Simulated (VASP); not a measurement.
Be4ZnTe:

```
Be Zn Te
1.0
     0.00000    3.27513    3.27513
     3.27513    0.00000    3.27513
     3.27513    3.27513    0.00000
Be Zn Te
4 1 1
Direct
  0.37480 0.37480 0.87559
  0.87559 0.37480 0.37480
  0.37480 0.37480 0.37480
  0.37480 0.87559 0.37480
  0.75000 0.75000 0.75000
  0.00000 0.00000 0.00000
```

The cell was generated, and may not be a known phase.

| Property | Result |
| --- | --- |
| Program | VASP 6.6.1 |
| Task | relaxation of cell and atoms |
| Functional | PBE |
| Potentials or basis | VASP PAW PBE potentials, release 64 (Be, Zn, Te) |
| Cutoff | 600 eV |
| k mesh | 4 × 4 × 4 |
| Occupations | gaussian, width 0.1 eV |
| Spin | no spin polarisation |

At the start: pressure 9.8 GPa; volume 11.71 Å³/atom.

Task: Where does the relaxation end?

Result: Over 5 steps the energy falls by 35.2 meV/atom and the volume is 12.83 Å³/atom (+9.6 %); space group F-43m (No. 216, to 0.1 Å) before and after.

The path:
```tsv
step	energy change (eV)	largest force (eV/Å)	pressure (GPa)	volume (Å³)
1	0.0000	0.2936	9.81	70.26
2	-0.2014	0.1721	-0.90	77.81
3	-0.2028	0.1794	-0.18	77.16
4	-0.2079	0.1127	-0.09	77.09
5	-0.2111	0.0018	0.13	76.98
```

Final structure:
```cif
data_structure
_symmetry_space_group_name_H-M 'P 1'
_symmetry_Int_Tables_number 1
_cell_length_a 4.7748
_cell_length_b 4.7748
_cell_length_c 4.7748
_cell_angle_alpha 60.000
_cell_angle_beta 60.000
_cell_angle_gamma 60.000
_cell_volume 76.98
loop_
_atom_site_label
_atom_site_type_symbol
_atom_site_fract_x
_atom_site_fract_y
_atom_site_fract_z
_atom_site_occupancy
Be1 Be 0.37794 0.37794 0.86619 1
Be2 Be 0.86619 0.37794 0.37794 1
Be3 Be 0.37794 0.37794 0.37794 1
Be4 Be 0.37794 0.86619 0.37794 1
Zn1 Zn 0.75000 0.75000 0.75000 1
Te1 Te 0.00000 0.00000 0.00000 1
```

Caveat: the k points lie up to 0.40 Å⁻¹ apart in the final cell, too coarse for converged energies and pressures of a metal.
